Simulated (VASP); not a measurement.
Runs of VASP 6.6.1 on CdS (Greenockite). The structure is hexagonal, space group P6_3mc (No. 186). Conventional cell: a = 4.150 Å, b = 4.150 Å, c = 6.737 Å, α = 90.00°, β = 90.00°, γ = 120.00°. Within 3.3 Å of Cd (site symmetry 3m) lie 4 S at 2.53 to 2.54 Å. Within 3.3 Å of S (site symmetry 3m) lie 4 Cd at 2.53 to 2.54 Å. 

| k mesh | gap on the mesh (eV) | pressure (GPa) | largest force (eV/Å) |
| --- | --- | --- | --- |
| 6 × 6 × 4 | 1.65 | 1.0 | 0.07 |
| 3 × 3 × 2 | (b) | (a) | 0.03 |
| 6 × 6 × 2 | 1.65 | 1.0 | 0.07 |
| 3 × 3 × 1 | 1.65 | 0.8 | 0.17 |
| 12 × 12 × 4 | 1.65 | 1.0 | 0.07 |

Alike in all rows: task single point; level r2SCAN; potentials or basis VASP PAW PBE potentials, release 64 (Cd, S); no spin polarisation; cell as given; cutoff (eV) 520; smearing gaussian 0.01 eV.

Task: Fill in the values left out.

Result: (a) 1.3; (b) 1.63.

Caveats: some runs use coarse meshes; the PAW data sets were made with another functional, which shifts forces and pressure a little.

A k mesh can miss the band edges, and the runs leave out spin-orbit coupling on Cd.
